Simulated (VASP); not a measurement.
# BiTe3O (P4mm) in VASP: a series of runs

The runs below take BiTe3O through single point, relaxation of cell and atoms, with PBE.

Everything below comes from runs of VASP 6.6.1. Logs are shortened: lines on timing, memory, paths and dates and some standing lists are left out, and cuts for length are marked.

### 1 The cell of the first run

Symmetry: P4mm, No. 99, tetragonal system. Conventional cell: a = 4.460 Å, b = 4.460 Å, c = 7.147 Å, α = 90.00°, β = 90.00°, γ = 90.00°. Bi (site symmetry 4mm) has 8 Te at 3.34 to 3.44 Å and 4 O at 3.89 Å and 4 Bi at 4.46 Å within 4.5 Å. Te (site symmetry 4mm) has 4 Bi at 3.34 Å and 2 O at 3.36 to 3.78 Å and 12 Te at 4.10 to 4.46 Å within 4.5 Å. Within 3.0 Å of Te (site symmetry 2mm) lie 2 O at 2.26 Å. Within 3.0 Å of O (site symmetry 4mm) lie 4 Te at 2.26 Å.

The cell was built from a structure type or drawn by symmetry, and may not be a known phase.

### 2 Single point, PBE

INCAR reads:

```
PREC = Accurate
ENCUT = 520
EDIFF = 1E-6
ISMEAR = 0
SIGMA = 0.1
LREAL = False
LASPH = True
NELM = 100
ALGO = Normal
ISIF = 2
LWAVE = False
LCHARG = True
GGA = PE
LELF = True
LVHAR = True
NBANDS = 28
```

KPOINTS reads:

```
Automatic mesh
0
Gamma
  4 4 4
```

POSCAR reads:

```
BiTe3O
1.0
    4.4595997569      0.0000000000      0.0000000000
    0.0000000000      4.4595997569      0.0000000000
    0.0000000000      0.0000000000      7.1470232415
Bi Te O
1 3 1
Direct
    0.5000000000      0.5000000000      0.4757370172
    0.0000000000      0.0000000000      0.3237769509
    0.5000000000      0.0000000000      0.8431192712
    0.0000000000      0.5000000000      0.8431192712
    0.0000000000      0.0000000000      0.7942400695
```

Potentials or basis: VASP PAW PBE potentials, release 64 (Bi_d, Te, O).

The run is started by

```
$ cat potpaw_PBE.64/Bi_d/POTCAR potpaw_PBE.64/Te/POTCAR potpaw_PBE.64/O/POTCAR > POTCAR
$ mpirun -np 1 vasp_std > vasp.out
```

OUTCAR:

```text
PREC = Accurate
   ENCUT = 520
   EDIFF = 1E-6
   ISMEAR = 0
   LREAL = False
   LASPH = True
   NELM = 100
   ISIF = 2
   GGA = PE

 ion  position               nearest neighbor table
   1  0.500  0.500  0.476-   2 3.34   2 3.34   2 3.34   2 3.34   3 3.44   4 3.44   4 3.44   3 3.44

   2  0.000  0.000  0.324-   1 3.34   1 3.34   1 3.34   1 3.34
   3  0.500  0.000  0.843-   5 2.26   5 2.26   4 3.15   4 3.15   4 3.15   4 3.15   1 3.44   1 3.44

   4  0.000  0.500  0.843-   5 2.26   5 2.26   3 3.15   3 3.15   3 3.15   3 3.15   1 3.44   1 3.44

   5  0.000  0.000  0.794-   3 2.26   4 2.26   4 2.26   3 2.26

  LATTYP: Found a simple tetragonal cell.
 ALAT       =     4.4595997569
 C/A-ratio  =     1.6026153985

  Lattice vectors:

 A1 = (   4.4595997569,   0.0000000000,   0.0000000000)
 A2 = (   0.0000000000,   4.4595997569,   0.0000000000)
 A3 = (   0.0000000000,   0.0000000000,   7.1470232415)

Analysis of symmetry for initial positions (statically):
=====================================================================
 Subroutine PRICEL returns:
 Original cell was already a primitive cell.

 Routine SETGRP: Setting up the symmetry group for a
 simple tetragonal supercell.

 Subroutine GETGRP returns: Found  8 space group operations
 (whereof  8 operations were pure point group operations)
 out of a pool of 16 trial point group operations.

The static configuration has the point symmetry C_4v.

Analysis of symmetry for dynamics (positions and initial velocities):
=====================================================================
 Subroutine PRICEL returns:
 Original cell was already a primitive cell.

 Routine SETGRP: Setting up the symmetry group for a
 simple tetragonal supercell.

 Subroutine GETGRP returns: Found  8 space group operations
 (whereof  8 operations were pure point group operations)
 out of a pool of 16 trial point group operations.

The dynamic configuration has the point symmetry C_4v.

 Subroutine INISYM returns: Found  8 space group operations
 (whereof  8 operations are pure point group operations),
 and found     1 'primitive' translations

----------------------------------------------------------------------------------------

                                     Primitive cell

  volume of cell :     142.1402

  direct lattice vectors                    reciprocal lattice vectors
     4.459599757  0.000000000  0.000000000     0.224235370  0.000000000  0.000000000
     0.000000000  4.459599757  0.000000000     0.000000000  0.224235370  0.000000000
     0.000000000  0.000000000  7.147023242     0.000000000  0.000000000  0.139918392

  length of vectors
     4.459599757  4.459599757  7.147023242     0.224235370  0.224235370  0.139918392

  position of ions in fractional coordinates (direct lattice)
     0.500000000  0.500000000  0.475737017
     0.000000000  0.000000000  0.323776951
     0.500000000  0.000000000  0.843119271
     0.000000000  0.500000000  0.843119271
     0.000000000  0.000000000  0.794240069

  ion indices of the primitive-cell ions
   primitive index   ion index
                 1           1
                 2           2
                 3           3
                 4           4
                 5           5

----------------------------------------------------------------------------------------

 KPOINTS: Automatic mesh

Automatic generation of k-mesh.
 Grid dimensions read from file:
 generate k-points for:    4    4    4

 Generating k-lattice:

  Cartesian coordinates                     Fractional coordinates (reciprocal lattice)
     0.056058842  0.000000000  0.000000000     0.250000000  0.000000000  0.000000000
     0.000000000  0.056058842  0.000000000     0.000000000  0.250000000  0.000000000
     0.000000000  0.000000000  0.034979598     0.000000000  0.000000000  0.250000000

  Length of vectors
     0.056058842  0.056058842  0.034979598

  Shift w.r.t. Gamma in fractional coordinates (k-lattice)
     0.000000000  0.000000000  0.000000000

 Subroutine IBZKPT returns following result:
 ===========================================

 Found     18 irreducible k-points:

 Following reciprocal coordinates:
            Coordinates               Weight
  0.000000  0.000000  0.000000      1.000000
  0.250000  0.000000  0.000000      4.000000
  0.500000  0.000000  0.000000      2.000000
  0.250000  0.250000  0.000000      4.000000
  0.500000  0.250000  0.000000      4.000000
  0.500000  0.500000  0.000000      1.000000
[... 10 lines left out ...]
  0.500000  0.250000  0.500000      4.000000
  0.500000  0.500000  0.500000      1.000000
   k-points           NKPTS =     18   k-points in BZ     NKDIM =     18   number of bands    NBANDS=     28
   number of dos      NEDOS =    301   number of ions     NIONS =      5
   total plane-waves  NPLWV =  69984
   dimension x,y,z NGX =    36 NGY =   36 NGZ =   54
   dimension x,y,z NGXF=    72 NGYF=   72 NGZF=  108
   ions per type =               1   3   1
   NGX,Y,Z   is equivalent  to a cutoff of  13.42, 13.42, 12.56 a.u.
   NGXF,Y,Z  is equivalent  to a cutoff of  26.84, 26.84, 25.12 a.u.
 SYSTEM =  unknown system
   PREC   = accura    normal or accurate (medium, high low for compatibility)
   ISTART =      0    job   : 0-new  1-cont  2-samecut
   ICHARG =      2    charge: 1-file 2-atom 10-const
   ISPIN  =      1    spin polarized calculation?
   LNONCOLLINEAR =      F non collinear calculations
   LSORBIT =      F    spin-orbit coupling
   LASPH  =      T    aspherical Exc in radial PAW
   ENCUT  =  520.0 eV  38.22 Ry    6.18 a.u.   8.29  8.29 13.29*2*pi/ulx,y,z
   NELM   =    100;   NELMIN=  2; NELMDL= -5     # of ELM steps
   EDIFF  = 0.1E-05   stopping-criterion for ELM
   LREAL  =      F    real-space projection
   EDIFFG = 0.1E-04   stopping-criterion for IOM
   NSW    =      0    number of steps for IOM
   IBRION =     -1    ionic relax: 0-MD 1-quasi-New 2-CG
   NFREE  =      0    steps in history (QN), initial steepest desc. (CG)
   ISIF   =      2    stress and relaxation
   ISYM   =      2    0-nonsym 1-usesym 2-fastsym
   POTIM  = 0.5000    time-step for ionic-motion
   TEBEG  =    0.0;   TEEND  =   0.0 temperature during run
   PSTRESS=    0.0 pullay stress
   NELECT =      39.0000    total number of electrons
   NUPDOWN=      -1.0000    fix difference up-down
   EMIN   =  10.00;   EMAX   =-10.00  energy-range for DOS
   EFERMI =   0.00;   METHOD = LEGACY
   ISMEAR =     0;   SIGMA  =   0.10  broadening in eV -4-tet -1-fermi 0-gaus
   EFERMI_NEDOS =   21; number of points for ismear=-14 and -15
   IALGO  =     38    algorithm
   IMIX   =      4    mixing-type and parameters
     AMIX     =   0.40;   BMIX     =  1.00
     AMIX_MAG =   1.60;   BMIX_MAG =  1.00
  volume/ion in A,a.u.               =      28.43       191.84
  Fermi-wavevector in a.u.,A,eV,Ry     =   1.063794  2.010278 15.397126  1.131657
  Thomas-Fermi vector in A             =   2.199290
   LORBIT       =      0    0 simple, 1 ext, 2 COOP (PROOUT), +10 PAW based schemes
   GGA     = PE    functional components
   LHFCALC =     F    Hartree Fock is set to
   AEXX    =    0.0000 exact exchange contribution
   IVDW    =     0    specifies the selected vdW correction
   LEPSILON=     F    determine dielectric tensor
   LRPA    =     F    only Hartree local field effects (RPA)
 non-spin polarized calculation
 Gauss-broadening in eV      SIGMA  =   0.10
  energy-cutoff  :      520.00
  volume of cell :      142.14
 maximum number of plane-waves:      3863
 NGX is ok and might be reduce to    36
   NGX = 17   NGY = 17   NGZ = 27

 number of electron      38.9999992 magnetization

 Free energy of the ion-electron system (eV)
  ---------------------------------------------------
  ext. energy  EPLUGINS =         0.00000000
  ---------------------------------------------------
  free energy    TOTEN  =       -18.36984145 eV

  energy without entropy =      -18.36512640  energy(sigma->0) =      -18.36748392

 E-fermi :   5.8987     XC(G=0):  -9.3821

 val. band max:        5.8065301434   @ k =   0.2500   0.0000   0.0000
 cond. band min:       5.9487999507   @ k =   0.5000   0.5000   0.5000
 fundamental gap:      0.1422698073
 Fermi energy:         5.8986747726

 k-point     1 :       0.0000    0.0000    0.0000
  band No.  band energies     occupation
      1     -17.3686      2.00000
      2     -17.3589      2.00000
      3     -17.3589      2.00000
      4     -17.3534      2.00000
      5     -17.3415      2.00000
      6     -13.7081      2.00000
[... 20 lines left out ...]
     27      10.9079      0.00000
     28      11.8115      0.00000

 k-point     2 :       0.2500    0.0000    0.0000
  band No.  band energies     occupation
      1     -17.3672      2.00000
      2     -17.3609      2.00000
      3     -17.3587      2.00000
      4     -17.3494      2.00000
      5     -17.3432      2.00000
      6     -13.6300      2.00000
[... 20 lines left out ...]
     27      11.7290      0.00000
     28      12.0827      0.00000

 k-point     3 :       0.5000    0.0000    0.0000
  band No.  band energies     occupation
      1     -17.3662      2.00000
      2     -17.3628      2.00000
      3     -17.3584      2.00000
      4     -17.3450      2.00000
      5     -17.3450      2.00000
      6     -13.5469      2.00000
[... 20 lines left out ...]
     27      12.5054      0.00000
     28      12.6969      0.00000

 k-point     4 :       0.2500    0.2500    0.0000
  band No.  band energies     occupation
      1     -17.3655      2.00000
      2     -17.3606      2.00000
      3     -17.3605      2.00000
      4     -17.3458      2.00000
      5     -17.3454      2.00000
      6     -13.5573      2.00000
[... 20 lines left out ...]
     27      12.0360      0.00000
     28      12.5070      0.00000

 k-point     5 :       0.5000    0.2500    0.0000
  band No.  band energies     occupation
      1     -17.3641      2.00000
      2     -17.3625      2.00000
      3     -17.3603      2.00000
      4     -17.3475      2.00000
      5     -17.3418      2.00000
      6     -13.4802      2.00000
[... 20 lines left out ...]
     27      12.7835      0.00000
     28      13.1444      0.00000

 k-point     6 :       0.5000    0.5000    0.0000
  band No.  band energies     occupation
      1     -17.3625      2.00000
      2     -17.3622      2.00000
      3     -17.3622      2.00000
      4     -17.3501      2.00000
      5     -17.3381      2.00000
      6     -13.4097      2.00000
[... 277 lines left out ...]
      5     -17.3450      2.00000
      6     -13.5466      2.00000
[... 20 lines left out ...]
     27      12.4568      0.00000
     28      13.6394      0.00000

 k-point    16 :       0.2500    0.2500    0.5000
  band No.  band energies     occupation
      1     -17.3654      2.00000
      2     -17.3606      2.00000
      3     -17.3605      2.00000
      4     -17.3458      2.00000
      5     -17.3454      2.00000
      6     -13.5569      2.00000
[... 20 lines left out ...]
     27      12.4255      0.00000
     28      12.6051      0.00000

 k-point    17 :       0.5000    0.2500    0.5000
  band No.  band energies     occupation
      1     -17.3641      2.00000
      2     -17.3625      2.00000
      3     -17.3603      2.00000
      4     -17.3475      2.00000
      5     -17.3418      2.00000
      6     -13.4799      2.00000
[... 20 lines left out ...]
     27      12.2132      0.00000
     28      12.3206      0.00000

 k-point    18 :       0.5000    0.5000    0.5000
  band No.  band energies     occupation
      1     -17.3625      2.00000
      2     -17.3622      2.00000
      3     -17.3622      2.00000
      4     -17.3501      2.00000
      5     -17.3381      2.00000
      6     -13.4095      2.00000
[... 20 lines left out ...]
     27      12.3401      0.00000
     28      13.6803      0.00000

------------------------ aborting loop because EDIFF is reached ----------------------------------------

  FORCE on cell =-STRESS in cart. coord.  units (eV):
  Direction    XX          YY          ZZ          XY          YZ          ZX
  --------------------------------------------------------------------------------------
  -------------------------------------------------------------------------------------
  Total       -0.2311351     -0.2311351      0.0878195      0.0000000      0.0000000      0.0000000
  in kB       -2.6053105     -2.6053105      0.9898849      0.0000000      0.0000000      0.0000000
  external PRESSURE =      -1.4069120 kB  Pullay stress =       0.0000000 kB

 VOLUME and BASIS-vectors are now :
 -----------------------------------------------------------------------------
  energy-cutoff  :      520.00
  volume of cell :      142.14
      direct lattice vectors                 reciprocal lattice vectors
     4.459599757  0.000000000  0.000000000     0.224235370  0.000000000  0.000000000
     0.000000000  4.459599757  0.000000000     0.000000000  0.224235370  0.000000000
     0.000000000  0.000000000  7.147023242     0.000000000  0.000000000  0.139918392

 POSITION                                       TOTAL-FORCE (eV/Angst)
 -----------------------------------------------------------------------------------
      2.22980      2.22980      3.40010        -0.000000     -0.000000     -0.003447
      0.00000      0.00000      2.31404         0.000000     -0.000000     -0.001330
      2.22980      0.00000      6.02579         0.000000     -0.000000     -0.006784
      0.00000      2.22980      6.02579         0.000000      0.000000     -0.006784
      0.00000      0.00000      5.67645         0.000000     -0.000000      0.018344
 -----------------------------------------------------------------------------------
    total drift:                                0.000000     -0.000000      0.001350

  FREE ENERGIE OF THE ION-ELECTRON SYSTEM (eV)
  ---------------------------------------------------
  free  energy   TOTEN  =       -18.3698414456 eV

  energy  without entropy=      -18.3651264009  energy(sigma->0) =      -18.36748392
```

Run time: 64 s. Hardware: 1 thread of Intel Xeon Platinum 8488C (Sapphire Rapids), shared host; peak memory 0.28 GiB.

What came out:

| Quantity | Value |
| --- | --- |
| Free energy | -18.3698 eV |
| Pressure | -0.1 GPa |
| Largest force | 0.018 eV/Å |
| Band gap on the k mesh | zero (an odd number of electrons rules out a gap without spin polarisation) |

Forces on the atoms (eV/Å):
```
Bi   0.000  0.000 -0.003
Te   0.000  0.000 -0.001
Te   0.000  0.000 -0.007
Te   0.000  0.000 -0.007
O    0.000  0.000  0.018
```

Stress tensor (GPa, compression positive):
```
-0.26  0.00  0.00
 0.00 -0.26  0.00
 0.00  0.00  0.10
```

Caveat: spin-orbit coupling is left out, which moves the levels of the heavy elements; this functional lacks dispersion, which binds the layers, so the pressure and a relaxed spacing across them are unreliable; an odd number of electrons without spin polarisation forces a metal; a magnetic or distorted state may lie lower.

### 3 Single point, PBE

This run uses another cell than the first one, of 32.91 Å³/atom.

INCAR reads:

```
SYSTEM = BiTe3O
PREC     = Accurate       ! precision mode
ENCUT    = 520            ! plane-wave cutoff, eV
EDIFF    = 1E-7           ! SCF threshold, eV
ISMEAR   = 0              ! smearing method
SIGMA    = 0.1            ! smearing width, eV
LREAL    = .False.        ! projectors in reciprocal space
LASPH    = .True.         ! aspherical terms in the spheres
NELM     = 100            ! most SCF steps
ALGO     = Normal         ! electronic algorithm
ISIF     = 2              ! what is computed and relaxed
LWAVE    = .False.        ! write WAVECAR
LCHARG   = .False.        ! write CHGCAR
GGA      = PE             ! functional
NBANDS   = 28             ! bands
```

KPOINTS reads:

```
regular mesh
0
Gamma
  4 4 4
  0 0 0
```

POSCAR reads:

```
BiTe3O
1.0
    4.9137168500      0.0000000000      0.0000000000
    0.0000000000      4.9137168500      0.0000000000
    0.0000000000      0.0000000000      6.8152374600
Bi Te O
1 3 1
Direct
    0.5000000000      0.5000000000      0.5178132800
    0.0000000000      0.0000000000      0.3670943600
    0.5000000000      0.0000000000      0.7345255800
    0.0000000000      0.5000000000      0.7345255800
    0.0000000000      0.0000000000      0.9260337800
```

Potentials or basis: VASP PAW PBE potentials, release 64 (Bi_d, Te, O).

The run is started by

```
$ cat potpaw_PBE.64/Bi_d/POTCAR potpaw_PBE.64/Te/POTCAR potpaw_PBE.64/O/POTCAR > POTCAR
$ mpirun -np 1 vasp_std > vasp.out
```

Wall time 94 s (1 thread of Intel Xeon Platinum 8488C (Sapphire Rapids), shared host); peak memory 0.32 GiB.

It converged, with:

```yaml
Free_energy: -15.7233 eV
Pressure: 2.0 GPa
Largest_force: 2.635 eV/Å
Band_gap_on_the_k_mesh: zero (an odd number of electrons rules out a gap without spin polarisation)
```

Forces in eV/Å, atoms in the order of the input:
```
Bi   0.000  0.000 -2.635
Te   0.000  0.000 -0.361
Te   0.000  0.000  2.048
Te   0.000  0.000  2.048
O    0.000  0.000 -1.100
```

Stress tensor (GPa, compression positive):
```
 3.54  0.00  0.00
 0.00  3.54  0.00
 0.00  0.00 -1.04
```

Levels at points of the mesh, in eV from the Fermi level:
```
           k point  band 16  band 17  band 18  band 19  band 20  band 21  band 22  band 23  band 24  band 25
(0.00, 0.00, 0.00)    -1.84    -1.26    -1.25    -1.25    -0.48     0.66     0.66     0.75     3.08     3.08
(0.50, 0.00, 0.00)    -2.76    -1.43    -1.28    -0.37    -0.02     0.20     0.31     1.82     2.43     3.02
(0.50, 0.50, 0.00)    -1.99    -0.72    -0.13     0.20     0.20     0.43     1.21     1.82     3.04     3.04
(0.00, 0.00, 0.50)    -1.86    -1.32    -1.26    -1.26    -0.68     0.08     0.81     0.81     3.10     3.10
(0.50, 0.00, 0.50)    -2.53    -1.74    -1.64    -1.16     0.00     0.62     0.76     1.71     2.76     3.11
(0.50, 0.50, 0.50)    -1.58    -1.58     0.15     0.15     0.43     1.00     1.21     2.42     3.03     3.03
```

Caveat: spin-orbit coupling is left out, which moves the levels of the heavy elements; this functional lacks dispersion, which binds the layers, so the pressure and a relaxed spacing across them are unreliable; an odd number of electrons without spin polarisation forces a metal; a magnetic or distorted state may lie lower.

[end of part 1 of 2]
